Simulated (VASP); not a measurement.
# FeO (R-3m) in VASP: electric field gradients with PBE

Aim: the electric field gradients of FeO with PBE.

All numbers are computed with VASP 6.6.1; they aren't measurements. Logs are shortened: lines on timing, memory, paths and dates and some standing lists are left out, and cuts for length are marked.

**1. The cell of the first run**

It takes space group R-3m (No. 166, trigonal). Conventional cell: a = 3.060 Å, b = 3.060 Å, c = 7.610 Å, α = 90.00°, β = 90.00°, γ = 120.00°. Within 2.9 Å of Fe (site symmetry -3m) lie 6 O at 2.18 Å. O (site symmetry -3m) has 6 Fe at 2.18 Å within 2.9 Å.

**2. Electric field gradients, PBE, collinear spin, ferromagnetic start (10.29 Å³/atom)**

Input file INCAR:

```
ALGO = Normal
EDIFF = 1E-8
ENCUT = 520
GGA = PE
ISIF = 2
ISMEAR = -1
ISPIN = 2
LASPH = T
LCHARG = F
LEFG = T
LMAXMIX = 4
LORBIT = 11
LREAL = F
LWAVE = F
MAGMOM = 3 0
NBANDS = 18
NELM = 150
PREC = Accurate
SIGMA = 0.03
```

Input file KPOINTS:

```
k-points
0
Gamma
  16 16 16
```

Input file POSCAR:

```
FeO
1.0
    1.5302247659      0.8834756806      2.5365859808
   -1.5302247659      0.8834756806      2.5365859808
    0.0000000000     -1.7669513611      2.5365859808
Fe O
1 1
Direct
    0.0000000000      0.0000000000      0.0000000000
    0.5000000000      0.5000000000      0.5000000000
```

Potentials or basis: VASP PAW PBE potentials, release 64 (Fe, O).

The run is started by

```console
$ cat potpaw_PBE.64/Fe/POTCAR potpaw_PBE.64/O/POTCAR > POTCAR
$ mpirun -np 1 vasp_std > vasp.out
```

OUTCAR:

```text
EDIFF = 1E-8
   ENCUT = 520
   GGA = PE
   ISIF = 2
   ISMEAR = -1
   ISPIN = 2
   LASPH = T
   LORBIT = 11
   LREAL = F
   NELM = 150
   PREC = Accurate

 ion  position               nearest neighbor table
   1  0.000  0.000  0.000-   2 2.18   2 2.18   2 2.18   2 2.18   2 2.18   2 2.18
   2  0.500  0.500  0.500-   1 2.18   1 2.18   1 2.18   1 2.18   1 2.18   1 2.18

  LATTYP: Found a trigonal (rhomboedric) cell.
 ALAT       =     3.0913404132
 COS(alpha) =     0.5099427870

  Lattice vectors:

 A1 = (   1.5302247659,   0.8834756806,   2.5365859808)
 A2 = (  -1.5302247659,   0.8834756806,   2.5365859808)
 A3 = (   0.0000000000,  -1.7669513611,   2.5365859808)

Analysis of symmetry for initial positions (statically):
=====================================================================
 Subroutine PRICEL returns:
 Original cell was already a primitive cell.

 Routine SETGRP: Setting up the symmetry group for a
 trigonal (rhombohedral) supercell.

 Subroutine GETGRP returns: Found 12 space group operations
 (whereof 12 operations were pure point group operations)
 out of a pool of 12 trial point group operations.

The static configuration has the point symmetry D_3d.

Analysis of symmetry for dynamics (positions and initial velocities):
=====================================================================
 Subroutine PRICEL returns:
 Original cell was already a primitive cell.

 Routine SETGRP: Setting up the symmetry group for a
 trigonal (rhombohedral) supercell.

 Subroutine GETGRP returns: Found 12 space group operations
 (whereof 12 operations were pure point group operations)
 out of a pool of 12 trial point group operations.

The dynamic configuration has the point symmetry D_3d.

Analysis of structural, dynamic, and magnetic symmetry:
=====================================================================
 Subroutine PRICEL returns:
 Original cell was already a primitive cell.

 Routine SETGRP: Setting up the symmetry group for a
 trigonal (rhombohedral) supercell.

 Subroutine GETGRP returns: Found 12 space group operations
[... 163 lines left out ...]
      3       2.0818      1.00000
      4       2.0818      1.00000
      5       2.1485      1.00000
      6       2.2374      1.00000
[... 493 lines left out ...]
     17      27.6395      0.00000
     18      30.1876      0.00000

 [... further k-points ...]

 spin component 2

 k-point     1 :       0.0000    0.0000    0.0000
  band No.  band energies     occupation
      1     -14.0681      1.00000
      2       2.6929      1.00000
      3       2.7885      1.00000
      4       2.7885      1.00000
      5       5.1555      1.00000
      6       5.2338      1.00000
[... 493 lines left out ...]
     17      29.0093      0.00000
     18      31.3337      0.00000

 [... further k-points ...]

------------------------ aborting loop because EDIFF is reached ----------------------------------------

  FORCE on cell =-STRESS in cart. coord.  units (eV):
  Direction    XX          YY          ZZ          XY          YZ          ZX
  --------------------------------------------------------------------------------------
  -------------------------------------------------------------------------------------
  Total       -0.5881604     -0.5881604     -0.7233001      0.0000000     -0.0000000      0.0000000
  in kB      -45.7989690    -45.7989690    -56.3220485      0.0000000     -0.0000000      0.0000000
  external PRESSURE =     -49.3066622 kB  Pullay stress =       0.0000000 kB

 VOLUME and BASIS-vectors are now :
 -----------------------------------------------------------------------------
  energy-cutoff  :      520.00
  volume of cell :       20.58
      direct lattice vectors                 reciprocal lattice vectors
     1.530224766  0.883475681  2.536585981     0.326749384  0.188648845  0.131410225
    -1.530224766  0.883475681  2.536585981    -0.326749384  0.188648845  0.131410225
     0.000000000 -1.766951361  2.536585981     0.000000000 -0.377297690  0.131410225

 POSITION                                       TOTAL-FORCE (eV/Angst)
 -----------------------------------------------------------------------------------
      0.00000      0.00000      0.00000         0.000000     -0.000000      0.000000
      0.00000      0.00000      3.80488        -0.000000      0.000000     -0.000000
 -----------------------------------------------------------------------------------
    total drift:                               -0.000000      0.000000     -0.000000

  FREE ENERGIE OF THE ION-ELECTRON SYSTEM (eV)
  ---------------------------------------------------
  free  energy   TOTEN  =       -14.9238287513 eV

  energy  without entropy=      -14.9194679187  energy(sigma->0) =      -14.92164834

 Electric field gradients (V/A^2)
---------------------------------------------------------------------
 ion       V_xx      V_yy      V_zz      V_xy      V_xz      V_yz
---------------------------------------------------------------------
   1      -0.780    -0.780     1.560    -0.000    -0.000    -0.000
   2      -1.484    -1.484     2.968    -0.000    -0.000    -0.000
---------------------------------------------------------------------

 Electric field gradients after diagonalization (V/A^2)
 (convention: |V_zz| > |V_xx| > |V_yy|)
----------------------------------------------------------------------
 ion       V_xx      V_yy      V_zz     asymmetry (V_yy - V_xx)/ V_zz
----------------------------------------------------------------------
   1      -0.780    -0.780     1.560       0.000
   2      -1.484    -1.484     2.968       0.000
----------------------------------------------------------------------

           NMR quadrupolar parameters

 Cq : quadrupolar parameter    Cq=e*Q*V_zz/h
 eta: asymmetry parameters     (V_yy - V_xx)/ V_zz
 Q  : nuclear electric quadrupole moment in mb (millibarn)
----------------------------------------------------------------------
 ion       Cq(MHz)       eta       Q (mb)
----------------------------------------------------------------------
   1       0.004       0.000       1.000
   2       0.007       0.000       1.000
----------------------------------------------------------------------

 total charge

# of ion       s       p       d       tot
------------------------------------------
    1        0.280   0.340   6.068   6.688
    2        1.556   3.423   0.000   4.979
--------------------------------------------------
tot          1.836   3.764   6.068  11.668

 magnetization (x)

# of ion       s       p       d       tot
------------------------------------------
    1        0.027   0.021   3.575   3.622
    2        0.029   0.268   0.000   0.296
--------------------------------------------------
tot          0.056   0.288   3.575   3.919
```

Run time: 8 min. Hardware: 1 thread of Intel Xeon 8259CL, shared host; peak memory 0.34 GiB.

Results:

```yaml
Free_energy: -14.9238 eV
Pressure: -4.9 GPa
Band_gap_on_the_k_mesh: zero (filled and empty bands overlap)
Net_moment: 4.00 μB per cell
Site_moments: Fe +3.62; O +0.30 μB
Largest_electric_field_gradient_by_atom: Fe +1.6; O +3.0 V/Å²
Valence_electrons_inside_the_program's_atomic_spheres: Fe 6.69; O 4.98
```

Levels at points of the mesh, in eV from the Fermi level:
Spin up:
```tsv
k point	band 7	band 8	band 9	band 10	band 11	band 12
(0.00, 0.00, 0.00)	-3.67	-3.67	-3.67	-0.05	15.37	16.56
(0.50, 0.00, 0.00)	-2.51	-0.43	-0.40	3.99	8.27	12.19
(0.50, 0.50, 0.00)	-2.87	-2.83	-2.82	5.09	8.56	10.63
(0.50, 0.50, 0.50)	-2.57	-0.44	-0.44	4.10	8.05	12.56
```
Spin down:
```tsv
k point	band 1	band 2	band 3	band 4	band 5	band 6	band 7	band 8	band 9	band 10
(0.00, 0.00, 0.00)	-19.98	-3.22	-3.12	-3.12	-0.75	-0.67	-0.67	0.20	0.20	0.75
(0.50, 0.00, 0.00)	-18.85	-7.76	-5.05	-4.96	0.34	0.41	0.59	2.68	2.70	4.47
(0.50, 0.50, 0.00)	-18.84	-6.69	-4.34	-4.24	-2.01	0.69	0.70	0.73	1.07	6.43
(0.50, 0.50, 0.50)	-18.89	-7.81	-4.92	-4.92	0.35	0.35	0.54	2.66	2.66	4.58
```

Electric field gradients, principal values (V/Å²):
```csv
atom,least,middle,greatest (by size)
1 Fe,-0.780,-0.780,1.560
2 O,-1.484,-1.484,2.968
```

Caveat: the cell stands under tension; without QUAD_EFG the Cq values of the log hold for a quadrupole moment of 1 mb, not for the nuclei; a cell with one magnetic atom can't hold antiferromagnetic order, which such compounds often take; semilocal functionals often make such compounds metallic where correlation or magnetic order opens a gap, which also shifts bond lengths.
